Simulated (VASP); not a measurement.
# H3C8Cl in VASP: further runs

H3C8Cl is run at these levels: PBEsol; tasks: single point.

Program: VASP 6.6.1. These are calculated values, not measurements. Logs are shortened: lines on timing, memory, paths and dates and some standing lists are left out, and cuts for length are marked.

**1. The cell of the first run**

The cell holds a slab with vacuum, 24 atoms: a = 5.049 Å, b = 5.049 Å, c = 15.776 Å, α = 90.00°, β = 90.00°, γ = 60.00°.

**2. Single point, PBEsol**

The input, INCAR:

```
PREC     = Accurate       # precision mode
ENCUT    = 520            # plane-wave cutoff, eV
EDIFF    = 1E-6           # SCF threshold, eV
ISMEAR   = 0              # smearing method
SIGMA    = 0.05           # smearing width, eV
LREAL    = Auto         
LASPH    = T              # aspherical terms in the spheres
NELM     = 60             # most SCF steps
ALGO     = Normal         # electronic algorithm
ISIF     = 2              # what is computed and relaxed
LWAVE    = F              # write WAVECAR
LCHARG   = T              # write CHGCAR
GGA      = PS             # functional
LELF     = T              # ELF
LVHAR    = T            
NBANDS   = 60             # bands
```

The input, KPOINTS:

```
regular mesh
0
Gamma
  3 3 1
```

The input, POSCAR:

```
H3C8Cl
1.0
    5.0487420000      0.0000000000      0.0000000000
    2.5243710000      4.3723390000      0.0000000000
    0.0000000000      0.0000000000     15.7764260000
H C Cl
6 16 2
Direct
    0.1666667848      0.1666666285      0.0633857123
    0.6666667848      0.1666666285      0.0633857123
    0.1666666285      0.6666667429      0.0633857123
    0.6666666285      0.6666667429      0.0633857123
   -0.0045785093      0.5047367096      0.3658196096
    0.4964821236      0.4966147410      0.3651180565
    0.1666667848      0.1666666285      0.1331099959
    0.6666667848      0.1666666285      0.1331099959
    0.1666666285      0.6666667429      0.1331099959
    0.6666666285      0.6666667429      0.1331099959
   -0.1666666285      0.3333332571      0.1657717027
    0.3333333715      0.3333332571      0.1657717027
   -0.1666665867      0.8333333715      0.1657717027
    0.3333334133      0.8333333715      0.1657717027
   -0.1708692369      0.3343219727      0.2653729685
    0.3267769348      0.3356743382      0.2638584937
   -0.1725140448      0.8360101996      0.2671967656
    0.3277584595      0.8310906359      0.2636383551
   -0.0060329504      0.0015044579      0.2889040902
    0.4862597751      0.0028854121      0.2952541342
   -0.0049822331      0.5025687624      0.2957899337
    0.4953291473      0.4980579045      0.2951105022
    0.3985511188      0.0076174331      0.4068344757
    0.8849376768      0.0223342701      0.4557756617
```

Potentials or basis: VASP PAW PBE potentials, release 64 (H, C, Cl).

Launch:

```bash
> cat potpaw_PBE.64/H/POTCAR potpaw_PBE.64/C/POTCAR potpaw_PBE.64/Cl/POTCAR > POTCAR
> mpirun -np 1 vasp_std > vasp.out
```

OUTCAR:

```text
PREC = Accurate
   ENCUT = 520
   EDIFF = 1E-6
   ISMEAR = 0
   LREAL = Auto
   LASPH = T
   NELM = 60
   ISIF = 2
   GGA = PS

 ion  position               nearest neighbor table
   1  0.167  0.167  0.063-   7 1.10
   2  0.667  0.167  0.063-   8 1.10
   3  0.167  0.667  0.063-   9 1.10
   4  0.667  0.667  0.063-  10 1.10
   5  0.995  0.505  0.366-  21 1.10
   6  0.496  0.497  0.365-  22 1.10
   7  0.167  0.167  0.133-   1 1.10  12 1.55  14 1.55  11 1.55
   8  0.667  0.167  0.133-   2 1.10  11 1.55  13 1.55  12 1.55
   9  0.167  0.667  0.133-   3 1.10  13 1.55  14 1.55  12 1.55
  10  0.667  0.667  0.133-   4 1.10  14 1.55  13 1.55  11 1.55
  11  0.833  0.333  0.166-   8 1.55   7 1.55  10 1.55  15 1.57
  12  0.333  0.333  0.166-   7 1.55   8 1.55   9 1.55  16 1.55
  13  0.833  0.833  0.166-   9 1.55   8 1.55  10 1.55  17 1.60
  14  0.333  0.833  0.166-  18 1.54  10 1.55   7 1.55   9 1.55
  15  0.829  0.334  0.265-  19 1.50  22 1.53  21 1.54  11 1.57
  16  0.327  0.336  0.264-  22 1.53  21 1.54  20 1.54  12 1.55
  17  0.827  0.836  0.267-  19 1.49  21 1.53  20 1.56  13 1.60
  18  0.328  0.831  0.264-  19 1.51  20 1.53  22 1.54  14 1.54
  19  0.994  0.002  0.289-  17 1.49  15 1.50  18 1.51
  20  0.486  0.003  0.295-  18 1.53  16 1.54  17 1.56  23 1.81
  21  0.995  0.503  0.296-   5 1.10  17 1.53  16 1.54  15 1.54
  22  0.495  0.498  0.295-   6 1.10  16 1.53  15 1.53  18 1.54
  23  0.399  0.008  0.407-  20 1.81  24 2.61
  24  0.885  0.022  0.456-  23 2.61

  LATTYP: Found a hexagonal cell.
 ALAT       =     5.0487421480
 C/A-ratio  =     3.1248230822

  Lattice vectors:

 A1 = (  -2.5243710000,  -4.3723390000,   0.0000000000)
 A2 = (   5.0487420000,   0.0000000000,   0.0000000000)
 A3 = (   0.0000000000,   0.0000000000,  15.7764260000)

Analysis of symmetry for initial positions (statically):
=====================================================================
 Subroutine PRICEL returns:
 Original cell was already a primitive cell.

 Routine SETGRP: Setting up the symmetry group for a
 hexagonal supercell.

 Subroutine GETGRP returns: Found  1 space group operations
 (whereof  1 operations were pure point group operations)
 out of a pool of 24 trial point group operations.

The static configuration has the point symmetry C_1 .

Analysis of symmetry for dynamics (positions and initial velocities):
=====================================================================
 Subroutine PRICEL returns:
 Original cell was already a primitive cell.

 Routine SETGRP: Setting up the symmetry group for a
 hexagonal supercell.

 Subroutine GETGRP returns: Found  1 space group operations
 (whereof  1 operations were pure point group operations)
 out of a pool of 24 trial point group operations.

The dynamic configuration has the point symmetry C_1 .

 Subroutine INISYM returns: Found  1 space group operations
 (whereof  1 operations are pure point group operations),
 and found     1 'primitive' translations

----------------------------------------------------------------------------------------

                                     Primitive cell

  volume of cell :     348.2616

  direct lattice vectors                    reciprocal lattice vectors
     5.048742000  0.000000000  0.000000000     0.198069143 -0.114355268  0.000000000
     2.524371000  4.372339000  0.000000000     0.000000000  0.228710537  0.000000000
     0.000000000  0.000000000 15.776426000     0.000000000  0.000000000  0.063385712

  length of vectors
     5.048742000  5.048742148 15.776426000     0.228710544  0.228710537  0.063385712

  position of ions in fractional coordinates (direct lattice)
     0.166666785  0.166666629  0.063385712
     0.666666785  0.166666629  0.063385712
     0.166666629  0.666666743  0.063385712
     0.666666629  0.666666743  0.063385712
     0.995421491  0.504736710  0.365819610
     0.496482124  0.496614741  0.365118057
[... 16 lines left out ...]
     0.398551119  0.007617433  0.406834476
     0.884937677  0.022334270  0.455775662

  ion indices of the primitive-cell ions
   primitive index   ion index
                 1           1
                 2           2
                 3           3
                 4           4
                 5           5
                 6           6
[... 16 lines left out ...]
                23          23
                24          24

----------------------------------------------------------------------------------------

 KPOINTS: regular mesh

Automatic generation of k-mesh.
 Grid dimensions read from file:
 generate k-points for:    3    3    1

 Generating k-lattice:

  Cartesian coordinates                     Fractional coordinates (reciprocal lattice)
     0.066023048 -0.038118423  0.000000000     0.333333333 -0.000000000  0.000000000
     0.000000000  0.076236846  0.000000000     0.000000000  0.333333333  0.000000000
     0.000000000  0.000000000  0.063385712     0.000000000  0.000000000  1.000000000

  Length of vectors
     0.076236848  0.076236846  0.063385712

  Shift w.r.t. Gamma in fractional coordinates (k-lattice)
     0.000000000  0.000000000  0.000000000

 Subroutine IBZKPT returns following result:
 ===========================================

 Found      5 irreducible k-points:

 Following reciprocal coordinates:
            Coordinates               Weight
  0.000000  0.000000  0.000000      1.000000
  0.333333  0.000000  0.000000      2.000000
  0.333333  0.333333  0.000000      2.000000
  0.000000  0.333333  0.000000      2.000000
 -0.333333  0.333333  0.000000      2.000000
   k-points           NKPTS =      5   k-points in BZ     NKDIM =      5   number of bands    NBANDS=     60
   number of dos      NEDOS =    301   number of ions     NIONS =     24
   total plane-waves  NPLWV = 192000
   dimension x,y,z NGX =    40 NGY =   40 NGZ =  120
   dimension x,y,z NGXF=    80 NGYF=   80 NGZF=  240
   ions per type =               6  16   2
   NGX,Y,Z   is equivalent  to a cutoff of  13.17, 13.17, 12.65 a.u.
   NGXF,Y,Z  is equivalent  to a cutoff of  26.34, 26.34, 25.29 a.u.
 SYSTEM =  unknown system
   PREC   = accura    normal or accurate (medium, high low for compatibility)
   ISTART =      0    job   : 0-new  1-cont  2-samecut
   ICHARG =      2    charge: 1-file 2-atom 10-const
   ISPIN  =      1    spin polarized calculation?
   LNONCOLLINEAR =      F non collinear calculations
   LSORBIT =      F    spin-orbit coupling
   LASPH  =      T    aspherical Exc in radial PAW
   ENCUT  =  520.0 eV  38.22 Ry    6.18 a.u.   9.39  9.39 29.33*2*pi/ulx,y,z
   NELM   =     60;   NELMIN=  2; NELMDL= -5     # of ELM steps
   EDIFF  = 0.1E-05   stopping-criterion for ELM
   LREAL  =      T    real-space projection
   EDIFFG = 0.1E-04   stopping-criterion for IOM
   NSW    =      0    number of steps for IOM
   IBRION =     -1    ionic relax: 0-MD 1-quasi-New 2-CG
   NFREE  =      0    steps in history (QN), initial steepest desc. (CG)
   ISIF   =      2    stress and relaxation
   ISYM   =      2    0-nonsym 1-usesym 2-fastsym
   POTIM  = 0.5000    time-step for ionic-motion
   TEBEG  =    0.0;   TEEND  =   0.0 temperature during run
   PSTRESS=    0.0 pullay stress
   NELECT =      84.0000    total number of electrons
   NUPDOWN=      -1.0000    fix difference up-down
   EMIN   =  10.00;   EMAX   =-10.00  energy-range for DOS
   EFERMI =   0.00;   METHOD = LEGACY
   ISMEAR =     0;   SIGMA  =   0.05  broadening in eV -4-tet -1-fermi 0-gaus
   EFERMI_NEDOS =   21; number of points for ismear=-14 and -15
   IALGO  =     38    algorithm
   IMIX   =      4    mixing-type and parameters
     AMIX     =   0.40;   BMIX     =  1.00
     AMIX_MAG =   1.60;   BMIX_MAG =  1.00
  volume/ion in A,a.u.               =      14.51        97.92
  Fermi-wavevector in a.u.,A,eV,Ry     =   1.019059  1.925743 14.129399  1.038482
  Thomas-Fermi vector in A             =   2.152552
   LORBIT       =      0    0 simple, 1 ext, 2 COOP (PROOUT), +10 PAW based schemes
   GGA     = PS    functional components
   LHFCALC =     F    Hartree Fock is set to
   AEXX    =    0.0000 exact exchange contribution
   IVDW    =     0    specifies the selected vdW correction
   LEPSILON=     F    determine dielectric tensor
   LRPA    =     F    only Hartree local field effects (RPA)
 non-spin polarized calculation
 Gauss-broadening in eV      SIGMA  =   0.05
  energy-cutoff  :      520.00
  volume of cell :      348.26
 maximum number of plane-waves:      9407
 NGX is ok and might be reduce to    40
   NGX = 19   NGY = 19   NGZ = 59

 number of electron      84.0000002 magnetization

 Free energy of the ion-electron system (eV)
  ---------------------------------------------------
  ext. energy  EPLUGINS =         0.00000000
  ---------------------------------------------------
  free energy    TOTEN  =      -176.88362806 eV

  energy without entropy =     -176.88355752  energy(sigma->0) =     -176.88359279

 E-fermi :   0.8552     XC(G=0):  -6.1343

 val. band max:        0.7413257092   @ k =   0.0000   0.3333   0.0000
 cond. band min:       0.9697332262   @ k =   0.3333   0.0000   0.0000
 fundamental gap:      0.2284075169
 Fermi energy:         0.8552179290

 k-point     1 :       0.0000    0.0000    0.0000
  band No.  band energies     occupation
      1     -20.5016      2.00000
      2     -18.0270      2.00000
      3     -16.1228      2.00000
      4     -15.2108      2.00000
      5     -15.1442      2.00000
      6     -15.0353      2.00000
[... 46 lines left out ...]
     53       6.3591      0.00000
     54       6.6823      0.00000

 k-point     2 :       0.3333    0.0000    0.0000
  band No.  band energies     occupation
      1     -19.8371      2.00000
      2     -17.9532      2.00000
      3     -17.3941      2.00000
      4     -16.1652      2.00000
      5     -15.9204      2.00000
      6     -15.6138      2.00000
[... 46 lines left out ...]
     53       7.3027      0.00000
     54       7.5260      0.00000

 k-point     3 :       0.3333    0.3333    0.0000
  band No.  band energies     occupation
      1     -19.8353      2.00000
      2     -17.9459      2.00000
      3     -17.3997      2.00000
      4     -16.2092      2.00000
      5     -15.8927      2.00000
      6     -15.6013      2.00000
[... 46 lines left out ...]
     53       7.3542      0.00000
     54       7.4375      0.00000

 k-point     4 :       0.0000    0.3333    0.0000
  band No.  band energies     occupation
      1     -19.8396      2.00000
      2     -17.9310      2.00000
      3     -17.3949      2.00000
      4     -16.2725      2.00000
      5     -15.8886      2.00000
      6     -15.6290      2.00000
[... 46 lines left out ...]
     53       7.3459      0.00000
     54       7.6120      0.00000

 k-point     5 :      -0.3333    0.3333    0.0000
  band No.  band energies     occupation
      1     -18.7348      2.00000
      2     -18.4717      2.00000
      3     -18.3501      2.00000
      4     -16.8391      2.00000
      5     -15.7700      2.00000
      6     -15.7267      2.00000
[... 46 lines left out ...]
     53       7.5477      0.00000
     54       7.6714      0.00000
 [bands above 54 left out]

------------------------ aborting loop because EDIFF is reached ----------------------------------------

  FORCE on cell =-STRESS in cart. coord.  units (eV):
  Direction    XX          YY          ZZ          XY          YZ          ZX
  --------------------------------------------------------------------------------------
  -------------------------------------------------------------------------------------
  Total        2.6364364     -1.3395253     -2.2614767      0.2201527     -0.2036756      4.7977635
  in kB       12.1289235     -6.1624850    -10.4039215      1.0128124     -0.9370093     22.0721066
  external PRESSURE =      -1.4791610 kB  Pullay stress =       0.0000000 kB

 VOLUME and BASIS-vectors are now :
 -----------------------------------------------------------------------------
  energy-cutoff  :      520.00
  volume of cell :      348.26
      direct lattice vectors                 reciprocal lattice vectors
     5.048742000  0.000000000  0.000000000     0.198069143 -0.114355268  0.000000000
     2.524371000  4.372339000  0.000000000     0.000000000  0.228710537  0.000000000
     0.000000000  0.000000000 15.776426000     0.000000000  0.000000000  0.063385712

 POSITION                                       TOTAL-FORCE (eV/Angst)
 -----------------------------------------------------------------------------------
      1.26219      0.72872      1.00000        -0.020582     -0.010787     -0.307184
      3.78656      0.72872      1.00000        -0.007611     -0.005223     -0.303899
      2.52437      2.91489      1.00000        -0.065203      0.009397     -0.284673
      5.04874      2.91489      1.00000         0.014500     -0.015846     -0.330826
      6.29977      2.20688      5.77133        -0.008849     -0.012142      0.034017
      3.76025      2.17137      5.76026        -0.021010      0.008544      0.046709
[... 16 lines left out ...]
      2.03141      0.03331      6.41839         0.645048     -0.014262     -0.056511
      4.52420      0.09765      7.19051         0.590682     -0.037784     -0.264157
 -----------------------------------------------------------------------------------
    total drift:                                0.000981     -0.000246     -0.053168

  FREE ENERGIE OF THE ION-ELECTRON SYSTEM (eV)
  ---------------------------------------------------
  free  energy   TOTEN  =      -176.8836280571 eV

  energy  without entropy=     -176.8835575238  energy(sigma->0) =     -176.88359279
```

Run time: 4.1 min. Hardware: 1 thread of Intel Xeon Platinum 8259CL at 2.50GHz (Skylake/Cascade Lake), shared host; peak memory 0.45 GiB.

Results:

```yaml
Free_energy: -176.8836 eV
Largest_force: 1.540 eV/Å
Band_gap_on_the_k_mesh: 0.23 eV, indirect (least direct gap 0.58 eV)
```

Forces on the atoms (eV/Å):
```
H   -0.021 -0.011 -0.307
H   -0.008 -0.005 -0.304
H   -0.065  0.009 -0.285
H    0.015 -0.016 -0.331
H   -0.009 -0.012  0.034
H   -0.021  0.009  0.047
C   -0.004  0.030  1.293
C   -0.010  0.020  1.404
C    0.021 -0.034  1.435
C    0.010 -0.034  1.540
C   -0.071 -0.140 -1.111
C   -0.240 -0.118 -0.881
C   -0.335  0.397 -0.876
C   -0.285 -0.038 -1.493
C   -0.020  0.007  0.003
C   -0.011  0.000 -0.010
C   -0.034 -0.013 -0.037
C   -0.022  0.003  0.044
C   -0.069 -0.004 -0.008
C   -0.013  0.002  0.146
C   -0.022 -0.012  0.004
C   -0.024  0.012  0.016
Cl   0.645 -0.014 -0.057
Cl   0.591 -0.038 -0.264
```

Caveat: the k points lie up to 0.48 Å⁻¹ apart; the PAW data sets were made with another functional, which shifts forces and pressure a little.

**3. Single point, PBEsol**

The input, INCAR:

```
SYSTEM = H3C8Cl
  PREC = Accurate
  ENCUT = 520
  EDIFF = 1E-6
  ISMEAR = 0
  SIGMA = 0.05
  LREAL = Auto
  LASPH = .TRUE.
  NELM = 100
  ALGO = Normal
  ISIF = 2
  LWAVE = .FALSE.
  LCHARG = .FALSE.
  GGA = PS
  NBANDS = 60
```

The input, KPOINTS:

```
Automatic mesh
0
G
  3 3 1
  0 0 0
```

The input, POSCAR:

```
H3C8Cl
1.0
    5.0487420000      0.0000000000      0.0000000000
    2.5243710000      4.3723390000      0.0000000000
    0.0000000000      0.0000000000     15.7764260000
H C Cl
6 16 2
Direct
    0.1666667848      0.1666666285      0.0633857123
    0.6666667848      0.1666666285      0.0633857123
    0.1666666285      0.6666667429      0.0633857123
    0.6666666285      0.6666667429      0.0633857123
    0.0001483114      0.5034815461      0.3657494416
    0.5068672852      0.4976023131      0.3652138323
    0.1666667848      0.1666666285      0.1331099959
    0.6666667848      0.1666666285      0.1331099959
    0.1666666285      0.6666667429      0.1331099959
    0.6666666285      0.6666667429      0.1331099959
   -0.1666666285      0.3333332571      0.1657717027
    0.3333333715      0.3333332571      0.1657717027
   -0.1666667848      0.8333333715      0.1657717027
    0.3333332152      0.8333333715      0.1657717027
   -0.1632682884      0.3359298078      0.2637487096
    0.3362997082      0.3344043085      0.2652787773
   -0.1644737252      0.8355164135      0.2666066446
    0.3403068474      0.8318133612      0.2641614774
    0.0084944341      0.0029990813      0.2950884440
    0.5043230933      0.0017144142      0.2892759742
    0.0021622702      0.5020210007      0.2957079126
    0.5058724824      0.4987362599      0.2952017776
    0.0685062583      0.0056832281      0.4068108328
    0.5663066844      0.0232100027      0.4530483013
```

Potentials or basis: VASP PAW PBE potentials, release 64 (H, C, Cl).

Launch:

```bash
> cat potpaw_PBE.64/H/POTCAR potpaw_PBE.64/C/POTCAR potpaw_PBE.64/Cl/POTCAR > POTCAR
> mpirun -np 1 vasp_std > vasp.out
```

It took 2.5 min on 1 thread of Intel Xeon 6975P-C (Granite Rapids), shared host; peak memory 0.45 GiB.

The run converged. Its results:

| Quantity | Value |
| --- | --- |
| Free energy | -177.0479 eV |
| Largest force | 1.543 eV/Å |
| Band gap on the k mesh | 0.16 eV, indirect (least direct gap 0.36 eV) |

Forces on the atoms (eV/Å):
```
H    0.018 -0.009 -0.310
H    0.007 -0.006 -0.308
H   -0.008 -0.008 -0.338
H    0.052  0.011 -0.286
H   -0.003 -0.018  0.035
H    0.005  0.002  0.048
C    0.008  0.026  1.308
C    0.006  0.022  1.387
C   -0.013 -0.036  1.543
C   -0.023 -0.031  1.434
C    0.202 -0.103 -0.913
C    0.077 -0.114 -1.090
C    0.289  0.357 -0.923
C    0.269  0.022 -1.368
C    0.005 -0.008  0.004
C    0.012  0.006 -0.005
C    0.030 -0.016 -0.039
C    0.004  0.005  0.050
C   -0.006 -0.007  0.127
C    0.050 -0.005  0.035
C    0.015 -0.015  0.002
C    0.013  0.003  0.015
Cl  -0.422 -0.031 -0.051
Cl  -0.588 -0.047 -0.357
```

Levels at points of the mesh, in eV from the valence-band top:
```csv
k point,band 40,band 41,band 42,band 43,band 44,band 45
"(0.00, 0.00, 0.00)",-1.70,-1.66,-0.08,0.31,2.19,3.42
```

Caveat: the k points lie up to 0.48 Å⁻¹ apart; the PAW data sets were made with another functional, which shifts forces and pressure a little.

[end of part 1 of 2]
